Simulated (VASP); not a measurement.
# Cr (Im-3m) in VASP: settings compared, part 2 of 2

VASP 6.6.1. Earlier steps stand in the parts before.

**6. Single point, r2SCAN, collinear spin, ferromagnetic start**

Contents of POSCAR:

```
Cr
1.0
    2.9688990000      0.0000000000      0.0000000000
    0.0000000000      2.9688990000      0.0000000000
    0.0000000000      0.0000000000      2.9688990000
Cr
2
Direct
    0.0000000000      0.0000000000      0.0000000000
    0.5000000000      0.5000000000      0.5000000000
```

Contents of INCAR.step1:

```
SYSTEM = Cr
PREC = Accurate
ENCUT = 550
ISMEAR = -1
SIGMA = 0.1
LREAL = .FALSE.
LASPH = .TRUE.
NELM = 200
ISPIN = 2
MAGMOM = 3 3
LMAXMIX = 4
NBANDS = 23
GGA = PE
ALGO = Normal
EDIFF = 1E-5
LWAVE = .TRUE.
LCHARG = .FALSE.
GGA_COMPAT = .FALSE.
```

Contents of INCAR.step2:

```
SYSTEM = Cr
PREC = Accurate
ENCUT = 550
EDIFF = 1E-6
ISMEAR = -1
SIGMA = 0.1
LREAL = .FALSE.
LASPH = .TRUE.
NELM = 200
ALGO = Normal
ISIF = 2
LWAVE = .FALSE.
LCHARG = .TRUE.
ISPIN = 2
MAGMOM = 3 3
LORBIT = 11
LMAXMIX = 4
METAGGA = R2SCAN
LMIXTAU = .TRUE.
LELF = .TRUE.
LVHAR = .TRUE.
NBANDS = 23
ISTART = 1
GGA_COMPAT = .FALSE.
```

Contents of KPOINTS:

```
Automatic mesh
0
Gamma
  5 5 5
  0.5 0.5 0.5
```

Potentials or basis: VASP PAW PBE potentials, release 64 (Cr_pv).

On the command line:

```sh
> cat potpaw_PBE.64/Cr_pv/POTCAR > POTCAR
> cp INCAR.step1 INCAR
> mpirun -np 1 vasp_std > vasp.out
> cp INCAR.step2 INCAR
> mpirun -np 1 vasp_std > vasp.out
```

OUTCAR:

```text
SYSTEM = Cr
   PREC = Accurate
   ENCUT = 550
   EDIFF = 1E-6
   ISMEAR = -1
   LREAL = .FALSE.
   LASPH = .TRUE.
   NELM = 200
   ISIF = 2
   ISPIN = 2
   LORBIT = 11
   METAGGA = R2SCAN
   ISTART = 1

 ion  position               nearest neighbor table
   1  0.000  0.000  0.000-   2 2.57   2 2.57   2 2.57   2 2.57   2 2.57   2 2.57   2 2.57   2 2.57

   2  0.500  0.500  0.500-   1 2.57   1 2.57   1 2.57   1 2.57   1 2.57   1 2.57   1 2.57   1 2.57

  LATTYP: Found a simple cubic cell.
 ALAT       =     2.9688990000

  Lattice vectors:

 A1 = (   2.9688990000,   0.0000000000,   0.0000000000)
 A2 = (   0.0000000000,   2.9688990000,   0.0000000000)
 A3 = (   0.0000000000,   0.0000000000,   2.9688990000)

Analysis of symmetry for initial positions (statically):
=====================================================================
 Subroutine PRICEL returns following result:

  LATTYP: Found a body centered cubic cell.
 ALAT       =     2.9688990000
[... 12 lines left out ...]
 Subroutine GETGRP returns: Found 48 space group operations
 (whereof 48 operations were pure point group operations)
 out of a pool of 48 trial point group operations.

The static configuration has the point symmetry O_h .

Analysis of symmetry for dynamics (positions and initial velocities):
=====================================================================
 Subroutine PRICEL returns following result:

  LATTYP: Found a body centered cubic cell.
 ALAT       =     2.9688990000
[... 12 lines left out ...]
 Subroutine GETGRP returns: Found 48 space group operations
 (whereof 48 operations were pure point group operations)
 out of a pool of 48 trial point group operations.

The dynamic configuration has the point symmetry O_h .

Analysis of structural, dynamic, and magnetic symmetry:
=====================================================================
 Subroutine PRICEL returns following result:

  LATTYP: Found a body centered cubic cell.
 ALAT       =     2.9688990000
[... 143 lines left out ...]
  ext. energy  EPLUGINS =         0.00000000
  ---------------------------------------------------
  free energy    TOTEN  =       -29.28239861 eV

  energy without entropy =      -29.22893305  energy(sigma->0) =      -29.25566583

 E-fermi :   9.2493     XC(G=0): -14.1764

 val. band max:        8.9749801472   @ k =   0.3000   0.1000   0.1000
 cond. band min:       9.2784171118   @ k =   0.5000   0.1000   0.1000
 fundamental gap:      0.3034369646
 Fermi energy:         9.2493029279

 spin component 1

 k-point     1 :       0.1000    0.1000    0.1000
  band No.  band energies     occupation
      1     -35.6769      1.00000
      2     -35.6769      1.00000
      3     -35.5907      1.00000
      4     -35.3223      1.00000
      5     -35.2321      1.00000
      6     -35.2321      1.00000
[... 249 lines left out ...]
     22      18.6330      0.00000
     23      18.6330      0.00000
 Fermi energy:         9.2493029279

 spin component 2

 k-point     1 :       0.1000    0.1000    0.1000
  band No.  band energies     occupation
      1     -35.6769      1.00000
      2     -35.6769      1.00000
      3     -35.5907      1.00000
      4     -35.3223      1.00000
      5     -35.2321      1.00000
      6     -35.2321      1.00000
[... 249 lines left out ...]
     22      18.6330      0.00000
     23      18.6330      0.00000

------------------------ aborting loop because EDIFF is reached ----------------------------------------

  FORCE on cell =-STRESS in cart. coord.  units (eV):
  Direction    XX          YY          ZZ          XY          YZ          ZX
  --------------------------------------------------------------------------------------
  -------------------------------------------------------------------------------------
  Total       -4.8186769     -4.8186769     -4.8186769      0.0000000     -0.0000000      0.0000000
  in kB     -295.0204513   -295.0204513   -295.0204513      0.0000000     -0.0000000      0.0000000
  external PRESSURE =    -295.0204513 kB  Pullay stress =       0.0000000 kB

 VOLUME and BASIS-vectors are now :
 -----------------------------------------------------------------------------
  energy-cutoff  :      550.00
  volume of cell :       26.17
      direct lattice vectors                 reciprocal lattice vectors
     2.968899000  0.000000000  0.000000000     0.336825200  0.000000000  0.000000000
     0.000000000  2.968899000  0.000000000     0.000000000  0.336825200  0.000000000
     0.000000000  0.000000000  2.968899000     0.000000000  0.000000000  0.336825200

 POSITION                                       TOTAL-FORCE (eV/Angst)
 -----------------------------------------------------------------------------------
      0.00000      0.00000      0.00000        -0.000000     -0.000000     -0.000000
      1.48445      1.48445      1.48445         0.000000      0.000000      0.000000
 -----------------------------------------------------------------------------------
    total drift:                                0.000000      0.000000     -0.000000

  FREE ENERGIE OF THE ION-ELECTRON SYSTEM (eV)
  ---------------------------------------------------
  free  energy   TOTEN  =       -29.2823986064 eV

  energy  without entropy=      -29.2289330473  energy(sigma->0) =      -29.25566583

 total charge

# of ion       s       p       d       tot
------------------------------------------
    1        0.667   6.338   4.053  11.058
    2        0.667   6.338   4.053  11.058
--------------------------------------------------
tot          1.334  12.676   8.106  22.116

 magnetization (x)

# of ion       s       p       d       tot
------------------------------------------
    1       -0.000  -0.000   0.000  -0.000
    2       -0.000  -0.000   0.000  -0.000
--------------------------------------------------
tot         -0.000  -0.000   0.000  -0.000
```

It took 64 s on 1 thread of AMD EPYC 7R43 (Zen 3), shared host; peak memory 0.12 GiB.

Results:

| Property | Result |
| --- | --- |
| Free energy | -29.2824 eV |
| Pressure | -29.5 GPa |
| Band gap on the k mesh | zero (filled and empty bands overlap) |
| Net moment | 0.00 μB per cell |
| Valence electrons inside the program's atomic spheres | Cr 11.06 |

Caveat: the k points lie up to 0.42 Å⁻¹ apart; the moments typed at the start vanished in this run; the PAW data sets were made with another functional, which shifts forces and pressure a little.

The gap in the log of VASP goes by the Fermi energy; the results here count the filled bands.